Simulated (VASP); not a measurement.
# W (P6_3/mmc) in VASP: notebook

W is run at these levels: PBE; tasks: single point.

Program: VASP 6.6.1. These are calculated values, not measurements. Logs are shortened: lines on timing, memory, paths and dates and some standing lists are left out, and cuts for length are marked.

## Step 1: The cell of the first run

Symmetry: P6_3/mmc, No. 194, hexagonal system. Conventional cell: a = 2.777 Å, b = 2.777 Å, c = 4.948 Å, α = 90.00°, β = 90.00°, γ = 120.00°. W (site symmetry -6m2) has 12 W at 2.78 to 2.95 Å within 3.7 Å.

## Step 2: Single point, PBE

INCAR

```
SYSTEM = W
PREC = Accurate
ENCUT = 520
EDIFF = 1E-6
ISMEAR = -1
SIGMA = 0.1
LREAL = .FALSE.
LASPH = .TRUE.
NELM = 80
ALGO = Normal
ISIF = 2
LWAVE = .FALSE.
LCHARG = .FALSE.
GGA = PE
NBANDS = 21
```

KPOINTS

```
regular mesh
0
G
  7 7 4
  0 0 0
```

POSCAR

```
W
1.0
    2.7774629413      0.0000000000      0.0000000000
   -1.3887314707      2.4053534653      0.0000000000
    0.0000000000      0.0000000000      4.9482337523
W
2
Direct
    0.3333333333      0.6666666667      0.2500000000
    0.6666666667      0.3333333333      0.7500000000
```

Potentials or basis: VASP PAW PBE potentials, release 64 (W_sv).

Started as:

```console
$ cat potpaw_PBE.64/W_sv/POTCAR > POTCAR
$ mpirun -np 1 vasp_std > vasp.out
```

OUTCAR:

```text
SYSTEM = W
   PREC = Accurate
   ENCUT = 520
   EDIFF = 1E-6
   ISMEAR = -1
   LREAL = .FALSE.
   LASPH = .TRUE.
   NELM = 80
   ISIF = 2
   GGA = PE

 ion  position               nearest neighbor table
   1  0.333  0.667  0.250-   2 2.95   2 2.95   2 2.95   2 2.95   2 2.95   2 2.95
   2  0.667  0.333  0.750-   1 2.95   1 2.95   1 2.95   1 2.95   1 2.95   1 2.95

  LATTYP: Found a hexagonal cell.
 ALAT       =     2.7774629413
 C/A-ratio  =     1.7815660755

  Lattice vectors:

 A1 = (   2.7774629413,   0.0000000000,   0.0000000000)
 A2 = (  -1.3887314707,   2.4053534653,   0.0000000000)
 A3 = (   0.0000000000,   0.0000000000,   4.9482337523)

Analysis of symmetry for initial positions (statically):
=====================================================================
 Subroutine PRICEL returns:
 Original cell was already a primitive cell.

 Routine SETGRP: Setting up the symmetry group for a
 hexagonal supercell.

 Subroutine GETGRP returns: Found 24 space group operations
 (whereof 12 operations were pure point group operations)
 out of a pool of 24 trial point group operations.

The static configuration has the point symmetry D_3d.
 The point group associated with its full space group is D_6h.

Analysis of symmetry for dynamics (positions and initial velocities):
=====================================================================
 Subroutine PRICEL returns:
 Original cell was already a primitive cell.

 Routine SETGRP: Setting up the symmetry group for a
 hexagonal supercell.

 Subroutine GETGRP returns: Found 24 space group operations
 (whereof 12 operations were pure point group operations)
 out of a pool of 24 trial point group operations.

The dynamic configuration has the point symmetry D_3d.
 The point group associated with its full space group is D_6h.

 Subroutine INISYM returns: Found 24 space group operations
 (whereof 12 operations are pure point group operations),
 and found     1 'primitive' translations

----------------------------------------------------------------------------------------

                                     Primitive cell

  volume of cell :      33.0581

  direct lattice vectors                    reciprocal lattice vectors
     2.777462941  0.000000000  0.000000000     0.360040807  0.207869657  0.000000000
    -1.388731471  2.405353465  0.000000000     0.000000000  0.415739314  0.000000000
     0.000000000  0.000000000  4.948233752     0.000000000  0.000000000  0.202092312

  length of vectors
     2.777462941  2.777462941  4.948233752     0.415739314  0.415739314  0.202092312

  position of ions in fractional coordinates (direct lattice)
     0.333333333  0.666666667  0.250000000
     0.666666667  0.333333333  0.750000000

  ion indices of the primitive-cell ions
   primitive index   ion index
                 1           1
                 2           2

----------------------------------------------------------------------------------------

 KPOINTS: regular mesh

Automatic generation of k-mesh.
 Grid dimensions read from file:
 generate k-points for:    7    7    4

 Generating k-lattice:

  Cartesian coordinates                     Fractional coordinates (reciprocal lattice)
     0.051434401  0.029695665  0.000000000     0.142857143  0.000000000  0.000000000
     0.000000000  0.059391331  0.000000000     0.000000000  0.142857143  0.000000000
     0.000000000  0.000000000  0.050523078     0.000000000  0.000000000  0.250000000

  Length of vectors
     0.059391331  0.059391331  0.050523078

  Shift w.r.t. Gamma in fractional coordinates (k-lattice)
     0.000000000  0.000000000  0.000000000

 Subroutine IBZKPT returns following result:
 ===========================================

 Found     24 irreducible k-points:

 Following reciprocal coordinates:
            Coordinates               Weight
  0.000000  0.000000  0.000000      1.000000
  0.142857 -0.000000  0.000000      6.000000
  0.285714  0.000000  0.000000      6.000000
  0.428571 -0.000000  0.000000      6.000000
  0.142857  0.142857  0.000000      6.000000
  0.285714  0.142857  0.000000     12.000000
[... 16 lines left out ...]
  0.428571  0.142857  0.500000      6.000000
  0.285714  0.285714  0.500000      6.000000
   k-points           NKPTS =     24   k-points in BZ     NKDIM =     24   number of bands    NBANDS=     21
   number of dos      NEDOS =    301   number of ions     NIONS =      2
   total plane-waves  NPLWV =  23040
   dimension x,y,z NGX =    24 NGY =   24 NGZ =   40
   dimension x,y,z NGXF=    48 NGYF=   48 NGZF=   80
   ions per type =               2
   NGX,Y,Z   is equivalent  to a cutoff of  14.37, 14.37, 13.44 a.u.
   NGXF,Y,Z  is equivalent  to a cutoff of  28.73, 28.73, 26.88 a.u.
 SYSTEM =  W
   PREC   = accura    normal or accurate (medium, high low for compatibility)
   ISTART =      0    job   : 0-new  1-cont  2-samecut
   ICHARG =      2    charge: 1-file 2-atom 10-const
   ISPIN  =      1    spin polarized calculation?
   LNONCOLLINEAR =      F non collinear calculations
   LSORBIT =      F    spin-orbit coupling
   LASPH  =      T    aspherical Exc in radial PAW
   ENCUT  =  520.0 eV  38.22 Ry    6.18 a.u.   5.16  5.16  9.20*2*pi/ulx,y,z
   NELM   =     80;   NELMIN=  2; NELMDL= -5     # of ELM steps
   EDIFF  = 0.1E-05   stopping-criterion for ELM
   LREAL  =      F    real-space projection
   EDIFFG = 0.1E-04   stopping-criterion for IOM
   NSW    =      0    number of steps for IOM
   IBRION =     -1    ionic relax: 0-MD 1-quasi-New 2-CG
   NFREE  =      0    steps in history (QN), initial steepest desc. (CG)
   ISIF   =      2    stress and relaxation
   ISYM   =      2    0-nonsym 1-usesym 2-fastsym
   POTIM  = 0.5000    time-step for ionic-motion
   TEBEG  =    0.0;   TEEND  =   0.0 temperature during run
   PSTRESS=    0.0 pullay stress
   NELECT =      28.0000    total number of electrons
   NUPDOWN=      -1.0000    fix difference up-down
   EMIN   =  10.00;   EMAX   =-10.00  energy-range for DOS
   EFERMI =   0.00;   METHOD = LEGACY
   ISMEAR =    -1;   SIGMA  =   0.10  broadening in eV -4-tet -1-fermi 0-gaus
   EFERMI_NEDOS =   21; number of points for ismear=-14 and -15
   IALGO  =     38    algorithm
   IMIX   =      4    mixing-type and parameters
     AMIX     =   0.40;   BMIX     =  1.00
     AMIX_MAG =   1.60;   BMIX_MAG =  1.00
  volume/ion in A,a.u.               =      16.53       111.54
  Fermi-wavevector in a.u.,A,eV,Ry     =   1.548942  2.927075 32.643371  2.399220
  Thomas-Fermi vector in A             =   2.653820
   LORBIT       =      0    0 simple, 1 ext, 2 COOP (PROOUT), +10 PAW based schemes
   GGA     = PE    functional components
   LHFCALC =     F    Hartree Fock is set to
   AEXX    =    0.0000 exact exchange contribution
   IVDW    =     0    specifies the selected vdW correction
   LEPSILON=     F    determine dielectric tensor
   LRPA    =     F    only Hartree local field effects (RPA)
 non-spin polarized calculation
  energy-cutoff  :      520.00
  volume of cell :       33.06
 maximum number of plane-waves:       906
 NGX is ok and might be reduce to    24
   NGX = 11   NGY = 11   NGZ = 19

 number of electron      28.0000002 magnetization

 Free energy of the ion-electron system (eV)
  ---------------------------------------------------
  ext. energy  EPLUGINS =         0.00000000
  ---------------------------------------------------
  free energy    TOTEN  =       -24.95134084 eV

  energy without entropy =      -24.88096892  energy(sigma->0) =      -24.91615488

 E-fermi :  10.4876     XC(G=0): -13.3865

 val. band max:       10.4736367935   @ k =   0.1429   0.1429   0.0000
 cond. band min:      10.5406627194   @ k =   0.2857   0.2857   0.0000
 fundamental gap:      0.0670259259
 Fermi energy:        10.4876462751

 k-point     1 :       0.0000    0.0000    0.0000
  band No.  band energies     occupation
      1     -63.2903      2.00000
      2     -63.2214      2.00000
      3     -27.9824      2.00000
      4     -27.0901      2.00000
      5     -26.9224      2.00000
      6     -26.9224      2.00000
[... 13 lines left out ...]
     20      14.7468      0.00000
     21      19.2120      0.00000

 k-point     2 :       0.1429   -0.0000    0.0000
  band No.  band energies     occupation
      1     -63.2687      2.00000
      2     -63.2058      2.00000
      3     -27.9135      2.00000
      4     -27.1428      2.00000
      5     -27.0991      2.00000
      6     -27.0541      2.00000
[... 13 lines left out ...]
     20      16.4422      0.00000
     21      19.0285      0.00000

 k-point     3 :       0.2857    0.0000    0.0000
  band No.  band energies     occupation
      1     -63.2187      2.00000
      2     -63.1721      2.00000
      3     -27.7389      2.00000
      4     -27.6253      2.00000
      5     -27.5250      2.00000
      6     -27.1375      2.00000
[... 13 lines left out ...]
     20      18.3803      0.00000
     21      19.0699      0.00000

 k-point     4 :       0.4286   -0.0000    0.0000
  band No.  band energies     occupation
      1     -63.1750      2.00000
      2     -63.1482      2.00000
      3     -27.9983      2.00000
      4     -27.8793      2.00000
      5     -27.5540      2.00000
      6     -27.2119      2.00000
[... 13 lines left out ...]
     20      18.4827      0.00000
     21      20.7721      0.00000

 k-point     5 :       0.1429    0.1429    0.0000
  band No.  band energies     occupation
      1     -63.2329      2.00000
      2     -63.1812      2.00000
      3     -27.7912      2.00000
      4     -27.4331      2.00000
      5     -27.4077      2.00000
      6     -27.1232      2.00000
[... 13 lines left out ...]
     20      18.6142      0.00000
     21      18.6644      0.00000

 k-point     6 :       0.2857    0.1429    0.0000
  band No.  band energies     occupation
      1     -63.1854      2.00000
      2     -63.1530      2.00000
      3     -27.8160      2.00000
      4     -27.7329      2.00000
      5     -27.6040      2.00000
      6     -27.2659      2.00000
[... 13 lines left out ...]
     20      19.0276      0.00000
     21      21.2572      0.00000

 k-point     7 :       0.4286    0.1429    0.0000
  band No.  band energies     occupation
      1     -63.1613      2.00000
      2     -63.1432      2.00000
      3     -27.9846      2.00000
      4     -27.8650      2.00000
      5     -27.4822      2.00000
      6     -27.3538      2.00000
[... 13 lines left out ...]
     20      18.9762      0.00000
     21      20.5099      0.00000
[... 291 lines left out ...]
      1     -63.1617      2.00000
      2     -63.1617      2.00000
      3     -28.0087      2.00000
      4     -28.0087      2.00000
      5     -27.3086      2.00000
      6     -27.3086      2.00000
[... 13 lines left out ...]
     20      15.8437      0.00000
     21      21.5799      0.00000

 k-point    21 :       0.1429    0.1429    0.5000
  band No.  band energies     occupation
      1     -63.2071      2.00000
      2     -63.2071      2.00000
      3     -27.5979      2.00000
      4     -27.5979      2.00000
      5     -27.2818      2.00000
      6     -27.2818      2.00000
[... 13 lines left out ...]
     20      14.2809      0.00000
     21      23.9340      0.00000

 k-point    22 :       0.2857    0.1429    0.5000
  band No.  band energies     occupation
      1     -63.1692      2.00000
      2     -63.1692      2.00000
      3     -27.8530      2.00000
      4     -27.8530      2.00000
      5     -27.3416      2.00000
      6     -27.3416      2.00000
[... 13 lines left out ...]
     20      16.0924      0.00000
     21      22.8612      0.00000

 k-point    23 :       0.4286    0.1429    0.5000
  band No.  band energies     occupation
      1     -63.1523      2.00000
      2     -63.1523      2.00000
      3     -27.9905      2.00000
      4     -27.9905      2.00000
      5     -27.3645      2.00000
      6     -27.3645      2.00000
[... 13 lines left out ...]
     20      17.8942      0.00000
     21      20.9690      0.00000

 k-point    24 :       0.2857    0.2857    0.5000
  band No.  band energies     occupation
      1     -63.1481      2.00000
      2     -63.1481      2.00000
      3     -27.8519      2.00000
      4     -27.8519      2.00000
      5     -27.5440      2.00000
      6     -27.5440      2.00000
[... 13 lines left out ...]
     20      18.9954      0.00000
     21      20.9475      0.00000

------------------------ aborting loop because EDIFF is reached ----------------------------------------

  FORCE on cell =-STRESS in cart. coord.  units (eV):
  Direction    XX          YY          ZZ          XY          YZ          ZX
  --------------------------------------------------------------------------------------
  -------------------------------------------------------------------------------------
  Total       -0.0124531     -0.0124531      0.2272308      0.0000000     -0.0000000      0.0000000
  in kB       -0.6035476     -0.6035476     11.0128659      0.0000000     -0.0000000      0.0000000
  external PRESSURE =       3.2685902 kB  Pullay stress =       0.0000000 kB

 VOLUME and BASIS-vectors are now :
 -----------------------------------------------------------------------------
  energy-cutoff  :      520.00
  volume of cell :       33.06
      direct lattice vectors                 reciprocal lattice vectors
     2.777462941  0.000000000  0.000000000     0.360040807  0.207869657  0.000000000
    -1.388731471  2.405353465  0.000000000     0.000000000  0.415739314  0.000000000
     0.000000000  0.000000000  4.948233752     0.000000000  0.000000000  0.202092312

 POSITION                                       TOTAL-FORCE (eV/Angst)
 -----------------------------------------------------------------------------------
     -0.00000      1.60357      1.23706        -0.000000     -0.000000      0.000000
      1.38873      0.80178      3.71118         0.000000      0.000000      0.000000
 -----------------------------------------------------------------------------------
    total drift:                               -0.000000      0.000000     -0.000000

  FREE ENERGIE OF THE ION-ELECTRON SYSTEM (eV)
  ---------------------------------------------------
  free  energy   TOTEN  =       -24.9513408417 eV

  energy  without entropy=      -24.8809689200  energy(sigma->0) =      -24.91615488
```

It took 19 s on 1 thread of Intel Xeon 8259CL, shared host; peak memory 0.16 GiB.

Results:

```yaml
Free_energy: -24.9513 eV
Pressure: 0.3 GPa
Band_gap_on_the_k_mesh: zero (band 14 reaches 11.43 eV, above the bottom of band 15 at 10.10 eV)
```

Stress tensor (GPa, compression positive):
```
-0.06  0.00  0.00
 0.00 -0.06  0.00
 0.00  0.00  1.10
```

Caveat: the k points lie up to 0.37 Å⁻¹ apart; spin-orbit coupling is left out, which moves the levels of the heavy elements.

## Step 3: Single point, PBE

INCAR

```
ALGO     = Normal         # electronic algorithm
EDIFF    = 1E-7           # SCF threshold, eV
ENCUT    = 520            # plane-wave cutoff, eV
GGA      = PE             # functional
ISIF     = 2              # what is computed and relaxed
ISMEAR   = -1             # smearing method
LASPH    = T              # aspherical terms in the spheres
LCHARG   = F              # write CHGCAR
LREAL    = F              # projectors in reciprocal space
LWAVE    = F              # write WAVECAR
NBANDS   = 21             # bands
NELM     = 60             # most SCF steps
PREC     = Accurate       # precision mode
SIGMA    = 0.1            # smearing width, eV
```

KPOINTS

```
k-points
0
Gamma
  13 13 7
```

POSCAR

```
W
1.0
    2.7774629407      0.0000000000      0.0000000000
   -1.3887314704      2.4053534647      0.0000000000
    0.0000000000      0.0000000000      4.9482337544
W
2
Direct
    0.3333333333      0.6666666667      0.2500000000
    0.6666666667      0.3333333333      0.7500000000
```

Potentials or basis: VASP PAW PBE potentials, release 64 (W_sv).

Started as:

```console
$ cat potpaw_PBE.64/W_sv/POTCAR > POTCAR
$ mpirun -np 1 vasp_std > vasp.out
```

Run time: 89 s. Hardware: 1 thread of AMD EPYC 7R13, shared host; peak memory 0.16 GiB.

The run converged. Its results:

| Quantity | Value |
| --- | --- |
| Free energy | -24.9433 eV |
| Pressure | 0.5 GPa |
| Band gap on the k mesh | zero (band 14 reaches 11.71 eV, above the bottom of band 15 at 10.05 eV) |

Stress tensor (GPa, compression positive):
```
0.53 0.00 0.00
0.00 0.53 0.00
0.00 0.00 0.36
```

Levels at points of the mesh, in eV from the Fermi level:
| k point | band 12 | band 13 | band 14 | band 15 | band 16 | band 17 |
| --- | --- | --- | --- | --- | --- | --- |
| (0.00, 0.00, 0.00) | -0.42 | -0.42 | -0.32 | 0.14 | 0.14 | 2.00 |

Caveat: spin-orbit coupling is left out, which moves the levels of the heavy elements.

[end of part 1 of 2]
